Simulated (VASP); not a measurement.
Write the native input for VASP 6.6.1 that does the following.

| Item | Value |
| --- | --- |
| Task | single point |
| Functional | PBE-based screened hybrid with 75 % exact exchange |
| Potentials or basis | VASP PAW PBE potentials, release 64 (Sr_sv, Cl) |
| Cutoff | 520 eV |
| k mesh | 4 × 4 × 4 |
| Occupations | gaussian, width 0.01 eV |
| Spin | no spin polarisation |
| Dipole correction | no |
| Grid for exact exchange (PRECFOCK) | Normal |
| Share of exact exchange | 0.75 |
| Further INCAR settings | ALGO = Normal; EDIFF = 1e-07; NBANDS = 19 |
| Screening parameter | 0.1 1/Å |

The system is SrCl2.

```
Sr Cl
1.0
     0.00000    3.49765    3.49765
     3.49765    0.00000    3.49765
     3.49765    3.49765    0.00000
Sr Cl
1 2
Cartesian
  0.0000 0.0000 0.0000
  1.7488 1.7488 1.7488
  5.2465 5.2465 5.2465
```

These files were run (other wordings do the same):

POSCAR

```
SrCl2
1.0
    0.0000000000      3.4976509413      3.4976509413
    3.4976509413      0.0000000000      3.4976509413
    3.4976509413      3.4976509413      0.0000000000
Sr Cl
1 2
Direct
    0.0000000000      0.0000000000      0.0000000000
    0.2500000000      0.2500000000      0.2500000000
    0.7500000000      0.7500000000      0.7500000000
```

INCAR.step1

```
ALGO     = Normal         # electronic algorithm
EDIFF    = 1E-5           # SCF threshold, eV
ENCUT    = 520            # plane-wave cutoff, eV
GGA      = PE             # functional
ISIF     = 2              # what is computed and relaxed
ISMEAR   = 0              # smearing method
LASPH    = True           # aspherical terms in the spheres
LCHARG   = False          # write CHGCAR
LREAL    = False          # projectors in reciprocal space
LWAVE    = True           # write WAVECAR
NBANDS   = 19             # bands
NELM     = 60             # most SCF steps
PREC     = Accurate       # precision mode
SIGMA    = 0.01           # smearing width, eV
```

INCAR.step2

```
AEXX     = 0.75           # exact-exchange fraction
ALGO     = Normal         # electronic algorithm
EDIFF    = 1E-7           # SCF threshold, eV
ENCUT    = 520            # plane-wave cutoff, eV
GGA      = PE             # functional
HFSCREEN = 0.1            # screening, 1/A
ISIF     = 2              # what is computed and relaxed
ISMEAR   = 0              # smearing method
ISTART   = 1            
LASPH    = True           # aspherical terms in the spheres
LCHARG   = False          # write CHGCAR
LHFCALC  = True           # exact exchange
LREAL    = False          # projectors in reciprocal space
LWAVE    = False          # write WAVECAR
NBANDS   = 19             # bands
NELM     = 60             # most SCF steps
PREC     = Accurate       # precision mode
PRECFOCK = Normal       
SIGMA    = 0.01           # smearing width, eV
```

KPOINTS

```
k-points
0
Gamma
  4 4 4
```

Potentials or basis: VASP PAW PBE potentials, release 64 (Sr_sv, Cl).

Command:

```console
$ cat potpaw_PBE.64/Sr_sv/POTCAR potpaw_PBE.64/Cl/POTCAR > POTCAR
$ cp INCAR.step1 INCAR
$ mpirun -np 1 vasp_std > vasp.out
$ cp INCAR.step2 INCAR
$ mpirun -np 1 vasp_std > vasp.out
```

It gave:

```yaml
Pressure: -0.9 GPa
Band_gap_on_the_k_mesh: 10.33 eV (least direct gap 10.62 eV)
```

Caveat: the PAW data sets were made with another functional, which shifts forces and pressure a little.

It took 23 min on 1 thread of Intel(R) Xeon(R) Platinum 8259CL CPU @ 2.50GHz (Skylake/Cascade Lake), with other jobs on the host, peak memory 0.35 GiB.
